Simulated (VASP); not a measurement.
A run of VASP 6.6.1 is set up as follows.

Contents of POSCAR:

```
AlNi
1.0
    1.9386940000     -1.9531901500      0.0000000000
    1.9386940000      1.9531901500      0.0000000000
    0.0000000000      0.0000000000      3.0994300413
Al Ni
1 1
Direct
    0.0000000000      0.0000000000      0.0000000000
    0.5000000000      0.5000000000      0.5000000000
```

Contents of INCAR.step1:

```
SYSTEM = AlNi
  PREC = Accurate
  ENCUT = 520
  ISMEAR = 0
  SIGMA = 0.1
  LREAL = .False.
  LASPH = .True.
  NELM = 80
  NBANDS = 14
  GGA = PE
  ALGO = Normal
  EDIFF = 1E-4
  LWAVE = .True.
  LCHARG = .False.
```

File INCAR.step2:

```
SYSTEM = AlNi
  PREC = Accurate
  ENCUT = 520
  EDIFF = 1E-6
  ISMEAR = 0
  SIGMA = 0.1
  LREAL = .False.
  LASPH = .True.
  NELM = 80
  ALGO = Normal
  ISIF = 2
  LWAVE = .False.
  LCHARG = .False.
  METAGGA = R2SCAN
  LMIXTAU = .True.
  NBANDS = 14
  ISTART = 1
```

The input KPOINTS:

```
Automatic mesh
0
Gamma
  1 1 1
  0 0 0
```

Potentials or basis: VASP PAW PBE potentials, release 64 (Al, Ni).

Command:

```sh
$ cat potpaw_PBE.64/Al/POTCAR potpaw_PBE.64/Ni/POTCAR > POTCAR
$ cp INCAR.step1 INCAR
$ mpirun -np 1 vasp_gam > vasp.out
$ cp INCAR.step2 INCAR
$ mpirun -np 1 vasp_gam > vasp.out
```

Predict the band gap on the k mesh.

zero (an odd number of electrons rules out a gap without spin polarisation).

What does it give for the pressure?

-4.8 GPa.

Stress tensor (GPa, compression positive):
```
-69.24   0.00   0.00
  0.00 -69.02   0.00
  0.00   0.00 123.94
```

Caveat: the k points lie up to 2.28 Å⁻¹ apart, too coarse for converged energies and pressures of a metal; the PAW data sets were made with another functional, which shifts forces and pressure a little. Spin polarisation is off, so any magnetic state and its effect on volume and gap are missing.
